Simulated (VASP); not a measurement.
# LaAl3N2 (R-3m) in VASP: a series of runs

Runs on LaAl3N2. Level: PBE. Tasks: single point, relaxation of cell and atoms.

Everything below comes from runs of VASP 6.6.1. Logs are shortened: lines on timing, memory, paths and dates and some standing lists are left out, and cuts for length are marked.

**1. The cell of the first run**

Symmetry: R-3m, No. 166, trigonal system. Conventional cell: a = 4.901 Å, b = 4.901 Å, c = 13.293 Å, α = 90.00°, β = 90.00°, γ = 120.00°. Within 3.8 Å of La (site symmetry -3m) lie 6 N at 2.86 Å and 14 Al at 3.02 to 3.59 Å. Within 2.4 Å of Al (site symmetry -3m) lie 2 N at 1.80 Å. Al (site symmetry 3m) has 1 N at 1.82 Å within 2.4 Å. N (site symmetry 3m) has 2 Al at 1.80 to 1.82 Å within 2.4 Å.

The cell was built from a structure type or drawn by symmetry, and may not be a known phase.

**2. Single point, PBE**

INCAR reads:

```
SYSTEM = LaAl3N2
  PREC = Accurate
  ENCUT = 520
  EDIFF = 1E-6
  ISMEAR = 0
  SIGMA = 0.2
  LREAL = .FALSE.
  LASPH = .TRUE.
  NELM = 80
  ALGO = Normal
  ISIF = 2
  LWAVE = .FALSE.
  LCHARG = .FALSE.
  GGA = PE
  NBANDS = 24
```

KPOINTS reads:

```
regular mesh
0
G
  4 4 4
  0 0 0
```

POSCAR reads:

```
LaAl3N2
1.0
    2.4506778072      1.4148994917      4.4310759595
   -2.4506778072      1.4148994917      4.4310759595
    0.0000000000     -2.8297989833      4.4310759595
La Al N
1 3 2
Direct
    0.0000000000      0.0000000000      0.0000000000
    0.5000000000      0.5000000000      0.5000000000
    0.7727015513      0.7727015513      0.7727015513
    0.2272984487      0.2272984487      0.2272984487
    0.6356749851      0.6356749851      0.6356749851
    0.3643250149      0.3643250149      0.3643250149
```

Potentials or basis: VASP PAW PBE potentials, release 64 (La, Al, N).

The run is started by

```bash
$ cat potpaw_PBE.64/La/POTCAR potpaw_PBE.64/Al/POTCAR potpaw_PBE.64/N/POTCAR > POTCAR
$ mpirun -np 1 vasp_std > vasp.out
```

OUTCAR:

```text
SYSTEM = LaAl3N2
   PREC = Accurate
   ENCUT = 520
   EDIFF = 1E-6
   ISMEAR = 0
   LREAL = .FALSE.
   LASPH = .TRUE.
   NELM = 80
   ISIF = 2
   GGA = PE

 ion  position               nearest neighbor table
   1  0.000  0.000  0.000-   3 3.02   4 3.02   3 3.16   4 3.16   3 3.16   3 3.16   4 3.16   4 3.16

   2  0.500  0.500  0.500-   5 1.80   6 1.80   4 2.94   3 2.94   4 2.94   4 2.94   3 2.94   3 2.94

   3  0.773  0.773  0.773-   5 1.82   2 2.94   2 2.94   2 2.94   1 3.02   1 3.16   1 3.16   1 3.16
                             4 3.26   4 3.26   4 3.26
   4  0.227  0.227  0.227-   6 1.82   2 2.94   2 2.94   2 2.94   1 3.02   1 3.16   1 3.16   1 3.16
                             3 3.26   3 3.26   3 3.26
   5  0.636  0.636  0.636-   2 1.80   3 1.82
   6  0.364  0.364  0.364-   2 1.80   4 1.82

  LATTYP: Found a trigonal (rhomboedric) cell.
 ALAT       =     5.2575846589
 COS(alpha) =     0.5654598775

  Lattice vectors:

 A1 = (   2.4506778072,   1.4148994917,   4.4310759595)
 A2 = (  -2.4506778072,   1.4148994917,   4.4310759595)
 A3 = (   0.0000000000,  -2.8297989833,   4.4310759595)

Analysis of symmetry for initial positions (statically):
=====================================================================
 Subroutine PRICEL returns:
 Original cell was already a primitive cell.

 Routine SETGRP: Setting up the symmetry group for a
 trigonal (rhombohedral) supercell.

 Subroutine GETGRP returns: Found 12 space group operations
 (whereof 12 operations were pure point group operations)
 out of a pool of 12 trial point group operations.

The static configuration has the point symmetry D_3d.

Analysis of symmetry for dynamics (positions and initial velocities):
=====================================================================
 Subroutine PRICEL returns:
 Original cell was already a primitive cell.

 Routine SETGRP: Setting up the symmetry group for a
 trigonal (rhombohedral) supercell.

 Subroutine GETGRP returns: Found 12 space group operations
 (whereof 12 operations were pure point group operations)
 out of a pool of 12 trial point group operations.

The dynamic configuration has the point symmetry D_3d.

 Subroutine INISYM returns: Found 12 space group operations
 (whereof 12 operations are pure point group operations),
 and found     1 'primitive' translations

----------------------------------------------------------------------------------------

                                     Primitive cell

[... 89 lines left out ...]
   NSW    =      0    number of steps for IOM
   IBRION =     -1    ionic relax: 0-MD 1-quasi-New 2-CG
   NFREE  =      0    steps in history (QN), initial steepest desc. (CG)
   ISIF   =      2    stress and relaxation
   ISYM   =      2    0-nonsym 1-usesym 2-fastsym
   POTIM  = 0.5000    time-step for ionic-motion
   TEBEG  =    0.0;   TEEND  =   0.0 temperature during run
   PSTRESS=    0.0 pullay stress
   NELECT =      30.0000    total number of electrons
   NUPDOWN=      -1.0000    fix difference up-down
   EMIN   =  10.00;   EMAX   =-10.00  energy-range for DOS
   EFERMI =   0.00;   METHOD = LEGACY
   ISMEAR =     0;   SIGMA  =   0.20  broadening in eV -4-tet -1-fermi 0-gaus
   EFERMI_NEDOS =   21; number of points for ismear=-14 and -15
   IALGO  =     38    algorithm
   IMIX   =      4    mixing-type and parameters
     AMIX     =   0.40;   BMIX     =  1.00
     AMIX_MAG =   1.60;   BMIX_MAG =  1.00
  volume/ion in A,a.u.               =      15.36       103.69
  Fermi-wavevector in a.u.,A,eV,Ry     =   1.126050  2.127927 17.252045  1.267990
  Thomas-Fermi vector in A             =   2.262730
   LORBIT       =      0    0 simple, 1 ext, 2 COOP (PROOUT), +10 PAW based schemes
   GGA     = PE    functional components
   LHFCALC =     F    Hartree Fock is set to
   AEXX    =    0.0000 exact exchange contribution
   IVDW    =     0    specifies the selected vdW correction
   LEPSILON=     F    determine dielectric tensor
   LRPA    =     F    only Hartree local field effects (RPA)
 non-spin polarized calculation
 Gauss-broadening in eV      SIGMA  =   0.20
  energy-cutoff  :      520.00
  volume of cell :       92.19
 maximum number of plane-waves:      2506
   NGX = 19   NGY = 19   NGZ = 19

 number of electron      30.0000003 magnetization

 Free energy of the ion-electron system (eV)
  ---------------------------------------------------
  ext. energy  EPLUGINS =         0.00000000
  ---------------------------------------------------
  free energy    TOTEN  =       -35.59923130 eV

  energy without entropy =      -35.57933055  energy(sigma->0) =      -35.58928093

 E-fermi :   8.2448     XC(G=0): -10.5703

 val. band max:        8.1165383037   @ k =   0.5000   0.5000   0.5000
 cond. band min:       8.3158705970   @ k =   0.5000   0.5000   0.0000
 fundamental gap:      0.1993322933
 Fermi energy:         8.2448420904

 k-point     1 :       0.0000    0.0000    0.0000
  band No.  band energies     occupation
      1     -24.0601      2.00000
      2      -8.1170      2.00000
      3      -7.8274      2.00000
      4      -7.8274      2.00000
      5      -6.7344      2.00000
      6      -5.1442      2.00000
[... 340 lines left out ...]
     23      10.9498      0.00000
     24      11.0101      0.00000

------------------------ aborting loop because EDIFF is reached ----------------------------------------

  FORCE on cell =-STRESS in cart. coord.  units (eV):
  Direction    XX          YY          ZZ          XY          YZ          ZX
  --------------------------------------------------------------------------------------
  -------------------------------------------------------------------------------------
  Total        0.0660074      0.0660074     -0.2142739      0.0000000     -0.0000000      0.0000000
  in kB        1.1471776      1.1471776     -3.7239819      0.0000000     -0.0000000      0.0000000
  external PRESSURE =      -0.4765422 kB  Pullay stress =       0.0000000 kB

 VOLUME and BASIS-vectors are now :
 -----------------------------------------------------------------------------
  energy-cutoff  :      520.00
  volume of cell :       92.19
      direct lattice vectors                 reciprocal lattice vectors
     2.450677807  1.414899492  4.431075960     0.204025188  0.117793997  0.075226274
    -2.450677807  1.414899492  4.431075960    -0.204025188  0.117793997  0.075226274
     0.000000000 -2.829798983  4.431075960     0.000000000 -0.235587994  0.075226274

 POSITION                                       TOTAL-FORCE (eV/Angst)
 -----------------------------------------------------------------------------------
      0.00000      0.00000      0.00000         0.000000      0.000000      0.000000
      0.00000      0.00000      6.64661        -0.000000      0.000000     -0.000000
      0.00000      0.00000     10.27170         0.000000     -0.000000     -0.012842
      0.00000      0.00000      3.02153         0.000000      0.000000      0.012842
      0.00000      0.00000      8.45017         0.000000      0.000000      0.047468
      0.00000      0.00000      4.84306         0.000000     -0.000000     -0.047468
 -----------------------------------------------------------------------------------
    total drift:                               -0.000000      0.000000      0.000000

  FREE ENERGIE OF THE ION-ELECTRON SYSTEM (eV)
  ---------------------------------------------------
  free  energy   TOTEN  =       -35.5992313007 eV

  energy  without entropy=      -35.5793305501  energy(sigma->0) =      -35.58928093
```

OSZICAR:

```text
N       E                     dE             d eps       ncg     rms          rms(c)
DAV:   1     0.250656883534E+03    0.25066E+03   -0.11139E+04   624   0.151E+03
DAV:   2     0.108828330551E+02   -0.23977E+03   -0.20327E+03   824   0.268E+02
DAV:   3    -0.383474788153E+02   -0.49230E+02   -0.46121E+02   928   0.127E+02
DAV:   4    -0.411644501315E+02   -0.28170E+01   -0.28072E+01  1056   0.346E+01
DAV:   5    -0.412492282419E+02   -0.84778E-01   -0.84694E-01   888   0.493E+00    0.132E+01
DAV:   6    -0.358457441339E+02    0.54035E+01   -0.44350E+01   968   0.310E+01    0.627E+00
DAV:   7    -0.356446185748E+02    0.20113E+00   -0.40046E+00  1056   0.159E+01    0.338E+00
DAV:   8    -0.356146235291E+02    0.29995E-01   -0.48461E-01  1016   0.393E+00    0.106E+00
DAV:   9    -0.356002480607E+02    0.14375E-01   -0.13213E-01  1072   0.216E+00    0.363E-01
DAV:  10    -0.355998308961E+02    0.41716E-03   -0.33226E-02   896   0.945E-01    0.181E-01
DAV:  11    -0.355991996309E+02    0.63127E-03   -0.35156E-03   992   0.403E-01    0.107E-01
DAV:  12    -0.355993051770E+02   -0.10555E-03   -0.19214E-03   832   0.196E-01    0.670E-02
DAV:  13    -0.355992358771E+02    0.69300E-04   -0.80903E-04   976   0.156E-01    0.176E-02
DAV:  14    -0.355992308966E+02    0.49805E-05   -0.68875E-05   872   0.506E-02    0.508E-03
DAV:  15    -0.355992313007E+02   -0.40406E-06   -0.81168E-06  1000   0.186E-02
   1 F= -.35599231E+02 E0= -.35589281E+02  d E =-.199008E-01
```

Wall time 22 s (1 thread of Intel Xeon 6975P-C (Granite Rapids), shared host); peak memory 0.26 GiB.

What came out:

```yaml
Free_energy: -35.5992 eV
Pressure: 0.0 GPa
Largest_force: 0.047 eV/Å
Band_gap_on_the_k_mesh: zero (bands 15 and 16 overlap by 0.20 eV)
```

Forces in eV/Å, atoms in the order of the input:
```
La   0.000  0.000  0.000
Al   0.000  0.000  0.000
Al   0.000  0.000 -0.013
Al   0.000  0.000  0.013
N    0.000  0.000  0.047
N    0.000  0.000 -0.047
```

Caveat: the k points lie up to 0.39 Å⁻¹ apart; spin-orbit coupling is left out, which moves the levels of the heavy elements.

(Continued in part 2 of 2.)
